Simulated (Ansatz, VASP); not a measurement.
# K2HfSe3: VASP beside Ansatz

```
K Hf Se
1.0
     5.18211    0.00000    0.00000
    -2.59106    4.48784    0.00000
     0.00000    0.00000    6.21576
K Hf Se
2 1 3
Direct
  0.66667 0.33333 0.59771
  0.33333 0.66667 0.40229
  0.00000 0.00000 0.00000
  0.66667 0.33333 0.08066
  0.33333 0.66667 0.91934
  0.00000 0.00000 0.50000
```

Change from the starting cell: species swapped into the Eu2H3Cl type (P-3m1, No. 164).

Alike in both runs: task relaxation of cell and atoms; functional PBE; k mesh 6 × 6 × 4; occupations gaussian, width 0.1 eV; no spin polarisation.

```csv
,VASP,Ansatz
version,VASP 6.6.1,Ansatz 0.2.0
potentials or method,"VASP PAW PBE potentials, release 64 (K_sv, Hf_pv, Se), cutoff 600 eV","scalar-relativistic, plane waves, PAW"
valence electrons in the cell,46,92
```

Ansatz gave:

```
gap on the k mesh at the Fermi level, each at its own relaxed structure (eV)  : none
relaxed volume (Å³/atom)                                                      : 24.01
relaxed length of the cell vector where the two differ most in proportion (Å) : 5.195
```

Task: What did VASP give for the same quantities?

Result: gap on the k mesh at the Fermi level, each at its own relaxed structure (eV): none; relaxed volume (Å³/atom): 24.08; relaxed length of the cell vector where the two differ most in proportion (Å): 5.202.

A gap of «none» marks a metal or a gap that the smearing closes. VASP's potentials hold 46 valence electrons a cell and Ansatz's 92, so a difference there can come from the potentials and not from the codes.

Spin-orbit coupling is off throughout.
